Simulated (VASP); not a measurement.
# BN (P3m1) in VASP: a series of runs

The runs below take BN through single point, with r2SCAN.

Everything below comes from runs of VASP 6.6.1. Logs are shortened: lines on timing, memory, paths and dates and some standing lists are left out, and cuts for length are marked.

**1. The cell of the first run**

It takes space group P3m1 (No. 156, trigonal). Conventional cell: a = 2.554 Å, b = 2.554 Å, c = 4.227 Å, α = 90.00°, β = 90.00°, γ = 120.00°. B (site symmetry 3m) has 4 N at 1.38 to 1.65 Å within 1.8 Å. B (site symmetry 3m) has 4 N at 1.57 to 1.58 Å within 2.1 Å. N (site symmetry 3m) has 4 B at 1.38 to 1.57 Å within 1.8 Å. Within 2.1 Å of N (site symmetry 3m) lie 4 B at 1.58 to 1.65 Å.

**2. Single point, r2SCAN (atom 1 (B) moved -0.200 Å along Cartesian [0 0 1])**

Input file POSCAR:

```
BN
1.0
    2.5539396017      0.0000000000      0.0000000000
   -1.2769698009      2.2117765748      0.0000000000
    0.0000000000      0.0000000000      4.2268550000
B N
2 2
Direct
    0.6666666667      0.3333333333      0.9524074964
    0.3333333333      0.6666666667      0.4997240000
    0.6666666667      0.3333333333      0.6252760000
    0.3333333333      0.6666666667      0.1252760000
```

Input file INCAR.step1:

```
SYSTEM = BN
PREC     = Accurate       ! precision mode
ENCUT    = 520            ! plane-wave cutoff, eV
ISMEAR   = 0              ! smearing method
SIGMA    = 0.05           ! smearing width, eV
LREAL    = .False.        ! projectors in reciprocal space
LASPH    = .True.         ! aspherical terms in the spheres
NELM     = 100            ! most SCF steps
NBANDS   = 16             ! bands
GGA      = PE             ! functional
ALGO     = Normal         ! electronic algorithm
EDIFF    = 1E-4           ! SCF threshold, eV
LWAVE    = .True.         ! write WAVECAR
LCHARG   = .False.        ! write CHGCAR
```

Input file INCAR.step2:

```
SYSTEM = BN
PREC     = Accurate       ! precision mode
ENCUT    = 520            ! plane-wave cutoff, eV
EDIFF    = 1E-7           ! SCF threshold, eV
ISMEAR   = 0              ! smearing method
SIGMA    = 0.05           ! smearing width, eV
LREAL    = .False.        ! projectors in reciprocal space
LASPH    = .True.         ! aspherical terms in the spheres
NELM     = 100            ! most SCF steps
ALGO     = Normal         ! electronic algorithm
ISIF     = 2              ! what is computed and relaxed
LWAVE    = .False.        ! write WAVECAR
LCHARG   = .False.        ! write CHGCAR
METAGGA  = R2SCAN         ! meta-GGA
LMIXTAU  = .True.       
NBANDS   = 16             ! bands
ISTART   = 1
```

Input file KPOINTS:

```
Automatic mesh
0
Gamma
  12 12 6
  0 0 0
```

Potentials or basis: VASP PAW PBE potentials, release 64 (B, N).

The run is started by

```
$ cat potpaw_PBE.64/B/POTCAR potpaw_PBE.64/N/POTCAR > POTCAR
$ cp INCAR.step1 INCAR
$ mpirun -np 1 vasp_std > vasp.out
$ cp INCAR.step2 INCAR
$ mpirun -np 1 vasp_std > vasp.out
```

OUTCAR:

```text
SYSTEM = BN
   PREC = Accurate
   ENCUT = 520
   EDIFF = 1E-7
   ISMEAR = 0
   LREAL = .False.
   LASPH = .True.
   NELM = 100
   ISIF = 2
   METAGGA = R2SCAN
   ISTART = 1

 ion  position               nearest neighbor table
   1  0.667  0.333  0.952-   3 1.38   4 1.65   4 1.65   4 1.65
   2  0.333  0.667  0.500-   3 1.57   3 1.57   3 1.57   4 1.58
   3  0.667  0.333  0.625-   1 1.38   2 1.57   2 1.57   2 1.57
   4  0.333  0.667  0.125-   2 1.58   1 1.65   1 1.65   1 1.65

  LATTYP: Found a hexagonal cell.
 ALAT       =     2.5539396017
 C/A-ratio  =     1.6550332659

  Lattice vectors:

 A1 = (   2.5539396017,   0.0000000000,   0.0000000000)
 A2 = (  -1.2769698009,   2.2117765748,   0.0000000000)
 A3 = (   0.0000000000,   0.0000000000,   4.2268550000)

Analysis of symmetry for initial positions (statically):
=====================================================================
 Subroutine PRICEL returns:
 Original cell was already a primitive cell.

 Routine SETGRP: Setting up the symmetry group for a
 hexagonal supercell.

 Subroutine GETGRP returns: Found  6 space group operations
 (whereof  6 operations were pure point group operations)
 out of a pool of 24 trial point group operations.

The static configuration has the point symmetry C_3v.

Analysis of symmetry for dynamics (positions and initial velocities):
=====================================================================
 Subroutine PRICEL returns:
 Original cell was already a primitive cell.

 Routine SETGRP: Setting up the symmetry group for a
 hexagonal supercell.

 Subroutine GETGRP returns: Found  6 space group operations
 (whereof  6 operations were pure point group operations)
 out of a pool of 24 trial point group operations.

The dynamic configuration has the point symmetry C_3v.

 Subroutine INISYM returns: Found  6 space group operations
 (whereof  6 operations are pure point group operations),
 and found     1 'primitive' translations

----------------------------------------------------------------------------------------

                                     Primitive cell

  volume of cell :      23.8764

  direct lattice vectors                    reciprocal lattice vectors
     2.553939602  0.000000000  0.000000000     0.391551938  0.226062617  0.000000000
    -1.276969801  2.211776575  0.000000000     0.000000000  0.452125233  0.000000000
     0.000000000  0.000000000  4.226855000     0.000000000  0.000000000  0.236582518

  length of vectors
     2.553939602  2.553939602  4.226855000     0.452125233  0.452125233  0.236582518

[... 89 lines left out ...]
   NFREE  =      0    steps in history (QN), initial steepest desc. (CG)
   ISIF   =      2    stress and relaxation
   ISYM   =      2    0-nonsym 1-usesym 2-fastsym
   POTIM  = 0.5000    time-step for ionic-motion
   TEBEG  =    0.0;   TEEND  =   0.0 temperature during run
   PSTRESS=    0.0 pullay stress
   NELECT =      16.0000    total number of electrons
   NUPDOWN=      -1.0000    fix difference up-down
   EMIN   =  10.00;   EMAX   =-10.00  energy-range for DOS
   EFERMI =   0.00;   METHOD = LEGACY
   ISMEAR =     0;   SIGMA  =   0.05  broadening in eV -4-tet -1-fermi 0-gaus
   EFERMI_NEDOS =   21; number of points for ismear=-14 and -15
   IALGO  =     38    algorithm
   IMIX   =      4    mixing-type and parameters
     AMIX     =   0.40;   BMIX     =  1.00
     AMIX_MAG =   1.60;   BMIX_MAG =  1.00
  volume/ion in A,a.u.               =       5.97        40.28
  Fermi-wavevector in a.u.,A,eV,Ry     =   1.432600  2.707222 27.923836  2.052344
  Thomas-Fermi vector in A             =   2.552210
   LORBIT       =      0    0 simple, 1 ext, 2 COOP (PROOUT), +10 PAW based schemes
   METAGGA = R2SCAN    functional components
   LHFCALC =     F    Hartree Fock is set to
   AEXX    =    0.0000 exact exchange contribution
   IVDW    =     0    specifies the selected vdW correction
   LEPSILON=     F    determine dielectric tensor
   LRPA    =     F    only Hartree local field effects (RPA)
 non-spin polarized calculation
 Gauss-broadening in eV      SIGMA  =   0.05
  energy-cutoff  :      520.00
  volume of cell :       23.88
 maximum number of plane-waves:       660
 NGX is ok and might be reduce to    20
   NGX =  9   NGY =  9   NGZ = 15

 number of electron      16.0000000 magnetization

 Free energy of the ion-electron system (eV)
  ---------------------------------------------------
  ext. energy  EPLUGINS =         0.00000000
  ---------------------------------------------------
  free energy    TOTEN  =       -37.39301836 eV

  energy without entropy =      -37.39301836  energy(sigma->0) =      -37.39301836

 E-fermi :   8.5317     XC(G=0): -13.5800

 val. band max:        8.3226259254   @ k =   0.0000   0.0000   0.0000
 cond. band min:      11.8516956448   @ k =   0.3333   0.3333   0.0000
 fundamental gap:      3.5290697193
 Fermi energy:         8.5316867612

 k-point     1 :       0.0000    0.0000    0.0000
  band No.  band energies     occupation
      1     -14.4680      2.00000
      2      -9.6698      2.00000
      3      -4.3082      2.00000
      4       4.6355      2.00000
      5       4.6355      2.00000
      6       5.8333      2.00000
[... 433 lines left out ...]
      3      -2.9745      2.00000
      4       2.2834      2.00000
      5       3.8263      2.00000
      6       4.7071      2.00000
[... 8 lines left out ...]
     15      21.2234      0.00000
     16      23.6309      0.00000

 [... further k-points ...]

------------------------ aborting loop because EDIFF is reached ----------------------------------------

  FORCE on cell =-STRESS in cart. coord.  units (eV):
  Direction    XX          YY          ZZ          XY          YZ          ZX
  --------------------------------------------------------------------------------------
  -------------------------------------------------------------------------------------
  Total        0.0253862      0.0253862      1.5812098     -0.0000000      0.0000000     -0.0000000
  in kB        1.7034895      1.7034895    106.1037800     -0.0000000      0.0000000     -0.0000000
  external PRESSURE =      36.5035864 kB  Pullay stress =       0.0000000 kB

 VOLUME and BASIS-vectors are now :
 -----------------------------------------------------------------------------
  energy-cutoff  :      520.00
  volume of cell :       23.88
      direct lattice vectors                 reciprocal lattice vectors
     2.553939602  0.000000000  0.000000000     0.391551938  0.226062617  0.000000000
    -1.276969801  2.211776575  0.000000000     0.000000000  0.452125233  0.000000000
     0.000000000  0.000000000  4.226855000     0.000000000  0.000000000  0.236582518

 POSITION                                       TOTAL-FORCE (eV/Angst)
 -----------------------------------------------------------------------------------
      1.27697      0.73726      4.02569         0.000000      0.000000      9.652428
     -0.00000      1.47452      2.11226         0.000000      0.000000     -2.511991
      1.27697      0.73726      2.64295        -0.000000     -0.000000     -4.020663
     -0.00000      1.47452      0.52952        -0.000000      0.000000     -3.119774
 -----------------------------------------------------------------------------------
    total drift:                                0.000000     -0.000000      0.000356

  FREE ENERGIE OF THE ION-ELECTRON SYSTEM (eV)
  ---------------------------------------------------
  free  energy   TOTEN  =       -37.3930183575 eV

  energy  without entropy=      -37.3930183574  energy(sigma->0) =      -37.39301836
```

OUTCAR.step1:

```text
SYSTEM = BN
   PREC = Accurate
   ENCUT = 520
   ISMEAR = 0
   LREAL = .False.
   LASPH = .True.
   NELM = 100
[... 685 lines left out ...]
     -0.00000      1.47452      2.11226         0.000000      0.000000     -2.367680
      1.27697      0.73726      2.64295        -0.000000      0.000000     -4.119750
     -0.00000      1.47452      0.52952        -0.000000     -0.000000     -3.009736
 -----------------------------------------------------------------------------------
    total drift:                                0.000000      0.000000      0.003866

  FREE ENERGIE OF THE ION-ELECTRON SYSTEM (eV)
  ---------------------------------------------------
  free  energy   TOTEN  =       -33.9774774285 eV

  energy  without entropy=      -33.9774774285  energy(sigma->0) =      -33.97747743
```

It took 80 s on 1 thread of Intel Xeon 6975P-C, shared host; peak memory 0.16 GiB.

Results:

- Free energy: -37.3930 eV
- Pressure: 3.7 GPa
- Largest force: 9.652 eV/Å
- Band gap on the k mesh: 3.53 eV, indirect (least direct gap 7.44 eV)

Forces in eV/Å, atoms in the order of the input:
```
B    0.000  0.000  9.652
B    0.000  0.000 -2.512
N    0.000  0.000 -4.021
N    0.000  0.000 -3.120
```

Caveat: the cell differs from its parent crystal (atom 1 (B) moved -0.200 Å along Cartesian [0 0 1]); the PAW data sets were made with another functional, which shifts forces and pressure a little.

**3. Single point, r2SCAN (atom 1 (B) moved +0.150 Å along Cartesian [0 0 1])**

POSCAR, as its differences from that of step 2:

```diff
@@ -8,3 +8,3 @@
 Direct
-    0.6666666667      0.3333333333      0.9524074964
+    0.6666666667      0.3333333333      1.0352113777
     0.3333333333      0.6666666667      0.4997240000
```

Input file INCAR.step1:

```
ALGO = Normal
EDIFF = 1E-4
ENCUT = 520
GGA = PE
ISMEAR = 0
LASPH = T
LCHARG = F
LREAL = F
LWAVE = T
NBANDS = 16
NELM = 80
PREC = Accurate
SIGMA = 0.05
```

Input file INCAR.step2:

```
ALGO = Normal
EDIFF = 1E-7
ENCUT = 520
ISIF = 2
ISMEAR = 0
ISTART = 1
LASPH = T
LCHARG = T
LELF = T
LMIXTAU = T
LREAL = F
LVHAR = T
LWAVE = F
METAGGA = R2SCAN
NBANDS = 16
NELM = 80
PREC = Accurate
SIGMA = 0.05
```

Input file KPOINTS:

```
k-points
0
Gamma
  12 12 6
```

Potentials or basis: VASP PAW PBE potentials, release 64 (B, N).

The run is started by

```
$ cat potpaw_PBE.64/B/POTCAR potpaw_PBE.64/N/POTCAR > POTCAR
$ cp INCAR.step1 INCAR
$ mpirun -np 1 vasp_std > vasp.out
$ cp INCAR.step2 INCAR
$ mpirun -np 1 vasp_std > vasp.out
```

Run time: 1.7 min. Hardware: 1 thread of Intel Xeon 6975P-C, shared host; peak memory 0.15 GiB.

The run converged. Its results:

```
Free energy            : -37.9315 eV
Pressure               : 0.0 GPa
Largest force          : 4.082 eV/Å
Band gap on the k mesh : 5.98 eV, indirect (least direct gap 8.35 eV)
```

Forces on the atoms (eV/Å):
```
B    0.000  0.000 -4.082
B    0.000  0.000  1.832
N    0.000  0.000  0.317
N    0.000  0.000  1.933
```

Stress tensor (GPa, compression positive):
```
-1.29  0.00  0.00
 0.00 -1.29  0.00
 0.00  0.00  2.56
```

Levels at points of the mesh, in eV from the valence-band top:
```tsv
k point	band 5	band 6	band 7	band 8	band 9	band 10	band 11	band 12
(0.00, 0.00, 0.00)	-3.15	-0.49	-0.49	0.00	8.35	8.67	8.67	9.42
(0.50, 0.00, 0.00)	-7.31	-6.05	-4.30	-2.83	6.68	8.26	11.56	11.92
(0.00, 0.00, 0.50)	-2.78	-2.78	-1.03	-1.03	9.01	9.69	9.69	10.19
(0.50, 0.00, 0.50)	-5.50	-4.21	-3.74	-3.08	5.98	6.94	9.58	10.21
```

Caveat: the cell differs from its parent crystal (atom 1 (B) moved +0.150 Å along Cartesian [0 0 1]); the PAW data sets were made with another functional, which shifts forces and pressure a little. A k mesh can miss the band edges.

**4. Single point, r2SCAN (atom 1 (B) moved +0.200 Å along Cartesian [0 0 1])**

POSCAR, as its differences from that of step 3:

```diff
@@ -8,3 +8,3 @@
 Direct
-    0.6666666667      0.3333333333      1.0352113777
+    0.6666666667      0.3333333333      1.0470405036
     0.3333333333      0.6666666667      0.4997240000
```

Input file INCAR.step1:

```
ALGO = Normal
EDIFF = 1E-4
ENCUT = 520
GGA = PE
ISMEAR = 0
LASPH = True
LCHARG = False
LREAL = False
LWAVE = True
NBANDS = 16
NELM = 80
PREC = Accurate
SIGMA = 0.05
```

Input file INCAR.step2:

```
ALGO = Normal
EDIFF = 1E-6
ENCUT = 520
ISIF = 2
ISMEAR = 0
ISTART = 1
LASPH = True
LCHARG = True
LELF = True
LMIXTAU = True
LREAL = False
LVHAR = True
LWAVE = False
METAGGA = R2SCAN
NBANDS = 16
NELM = 80
PREC = Accurate
SIGMA = 0.05
```

KPOINTS is that of step 3.

The run is started by

```
$ cat potpaw_PBE.64/B/POTCAR potpaw_PBE.64/N/POTCAR > POTCAR
$ cp INCAR.step1 INCAR
$ mpirun -np 1 vasp_std > vasp.out
$ cp INCAR.step2 INCAR
$ mpirun -np 1 vasp_std > vasp.out
```

It took 90 s on 1 thread of Intel Xeon 6975P-C, shared host; peak memory 0.15 GiB.

The run converged. Its results:

* Free energy: -37.7047 eV
* Pressure: 2.1 GPa
* Largest force: 4.952 eV/Å
* Band gap on the k mesh: 5.46 eV, indirect (least direct gap 8.18 eV)

Forces on the atoms (eV/Å):
```
B    0.000  0.000 -4.952
B    0.000  0.000  2.416
N    0.000  0.000  0.148
N    0.000  0.000  2.387
```

Stress tensor (GPa, compression positive):
```
-0.02  0.00  0.00
 0.00 -0.02  0.00
 0.00  0.00  6.40
```

Levels at points of the mesh, in eV from the valence-band top:
```
           k point  band 5  band 6  band 7  band 8  band 9  band 10  band 11  band 12
(0.00, 0.00, 0.00)   -3.59   -0.60   -0.60    0.00    8.18     8.47     8.47     9.12
(0.50, 0.00, 0.00)   -7.43   -6.48   -4.29   -3.00    6.42     8.04    11.19    12.05
(0.00, 0.00, 0.50)   -3.31   -3.31   -1.05   -1.05    8.66     9.34     9.34    10.11
(0.50, 0.00, 0.50)   -6.04   -4.41   -3.77   -2.92    5.46     6.78     9.21    10.08
```

Caveat: the cell differs from its parent crystal (atom 1 (B) moved +0.200 Å along Cartesian [0 0 1]); the PAW data sets were made with another functional, which shifts forces and pressure a little. A k mesh can miss the band edges.

**5. Single point, r2SCAN (atom 1 (B) moved -0.150 Å along Cartesian [0 0 1])**

POSCAR, as its differences from that of step 4:

```diff
@@ -8,3 +8,3 @@
 Direct
-    0.6666666667      0.3333333333      1.0470405036
+    0.6666666667      0.3333333333      0.9642366223
     0.3333333333      0.6666666667      0.4997240000
```

Input file INCAR.step1:

```
PREC = Accurate
ENCUT = 520
ISMEAR = 0
SIGMA = 0.05
LREAL = False
LASPH = True
NELM = 100
NBANDS = 16
GGA = PE
ALGO = Normal
EDIFF = 1E-4
LWAVE = True
LCHARG = False
```

Input file INCAR.step2:

```
PREC = Accurate
ENCUT = 520
EDIFF = 1E-6
ISMEAR = 0
SIGMA = 0.05
LREAL = False
LASPH = True
NELM = 100
ALGO = Normal
ISIF = 2
LWAVE = False
LCHARG = True
METAGGA = R2SCAN
LMIXTAU = True
LELF = True
LVHAR = True
NBANDS = 16
ISTART = 1
```

Input file KPOINTS:

```
Automatic mesh
0
Gamma
  12 12 6
```

The run is started by

```
$ cat potpaw_PBE.64/B/POTCAR potpaw_PBE.64/N/POTCAR > POTCAR
$ cp INCAR.step1 INCAR
$ mpirun -np 1 vasp_std > vasp.out
$ cp INCAR.step2 INCAR
$ mpirun -np 1 vasp_std > vasp.out
```

Run time: 98 s. Hardware: 1 thread of Intel Xeon 6975P-C, shared host; peak memory 0.15 GiB.

It converged, with:

```yaml
Free_energy: -37.7992 eV
Pressure: -0.1 GPa
Largest_force: 6.675 eV/Å
Band_gap_on_the_k_mesh: 4.15 eV, indirect (least direct gap 7.91 eV)
```

Forces in eV/Å, atoms in the order of the input:
```
B    0.000  0.000  6.675
B    0.000  0.000 -1.858
N    0.000  0.000 -2.444
N    0.000  0.000 -2.374
```

Stress tensor (GPa, compression positive):
```
-1.59  0.00  0.00
 0.00 -1.59  0.00
 0.00  0.00  3.02
```

Levels at points of the mesh, in eV from the valence-band top:
```tsv
k point	band 5	band 6	band 7	band 8	band 9	band 10	band 11	band 12
(0.00, 0.00, 0.00)	-3.13	-1.85	0.00	0.00	8.05	8.05	8.99	9.49
(0.50, 0.00, 0.00)	-8.25	-5.97	-5.69	-2.09	6.48	7.35	9.47	11.09
(0.00, 0.00, 0.50)	-2.71	-2.71	-0.71	-0.71	8.65	9.38	9.38	10.32
(0.50, 0.00, 0.50)	-5.33	-5.32	-4.24	-3.30	5.99	6.46	9.99	10.77
```

Caveat: the cell differs from its parent crystal (atom 1 (B) moved -0.150 Å along Cartesian [0 0 1]); the PAW data sets were made with another functional, which shifts forces and pressure a little.

**6. Single point, r2SCAN (atom 1 (B) moved +0.175 Å along Cartesian [0 0 1])**

POSCAR, as its differences from that of step 5:

```diff
@@ -8,3 +8,3 @@
 Direct
-    0.6666666667      0.3333333333      0.9642366223
+    0.6666666667      0.3333333333      1.0411259407
     0.3333333333      0.6666666667      0.4997240000
```

Input file INCAR.step1:

```
PREC = Accurate
ENCUT = 520
ISMEAR = 0
SIGMA = 0.05
LREAL = F
LASPH = T
NELM = 100
NBANDS = 16
GGA = PE
ALGO = Normal
EDIFF = 1E-4
LWAVE = T
LCHARG = F
```

Input file INCAR.step2:

```
PREC = Accurate
ENCUT = 520
EDIFF = 1E-6
ISMEAR = 0
SIGMA = 0.05
LREAL = F
LASPH = T
NELM = 100
ALGO = Normal
ISIF = 2
LWAVE = F
LCHARG = F
METAGGA = R2SCAN
LMIXTAU = T
NBANDS = 16
ISTART = 1
```

Input file KPOINTS:

```
regular mesh
0
Gamma
  12 12 6
```

Potentials or basis: VASP PAW PBE potentials, release 64 (B, N).

The run is started by

```
$ cat potpaw_PBE.64/B/POTCAR potpaw_PBE.64/N/POTCAR > POTCAR
$ cp INCAR.step1 INCAR
$ mpirun -np 1 vasp_std > vasp.out
$ cp INCAR.step2 INCAR
$ mpirun -np 1 vasp_std > vasp.out
```

Wall time 78 s (1 thread of Intel Xeon 6975P-C, shared host); peak memory 0.16 GiB.

It converged, with:

| Property | Result |
| --- | --- |
| Free energy | -37.8235 eV |
| Pressure | 1.0 GPa |
| Largest force | 4.547 eV/Å |
| Band gap on the k mesh | 5.72 eV, indirect (least direct gap 8.25 eV) |

Forces in eV/Å, atoms in the order of the input:
```
B    0.000  0.000 -4.547
B    0.000  0.000  2.126
N    0.000  0.000  0.246
N    0.000  0.000  2.175
```

Stress tensor (GPa, compression positive):
```
-0.68  0.00  0.00
 0.00 -0.68  0.00
 0.00  0.00  4.42
```

Levels at points of the mesh, in eV from the valence-band top:
```csv
k point,band 6,band 7,band 8,band 9,band 10,band 11
"(0.00, 0.00, 0.00)",-0.55,-0.55,0.00,8.25,8.57,8.57
"(0.50, 0.00, 0.00)",-6.27,-4.30,-2.92,6.55,8.15,11.37
"(0.00, 0.00, 0.50)",-3.05,-1.04,-1.04,8.83,9.51,9.51
"(0.50, 0.00, 0.50)",-4.32,-3.76,-3.00,5.72,6.86,9.39
```

Caveat: the cell differs from its parent crystal (atom 1 (B) moved +0.175 Å along Cartesian [0 0 1]); the PAW data sets were made with another functional, which shifts forces and pressure a little.
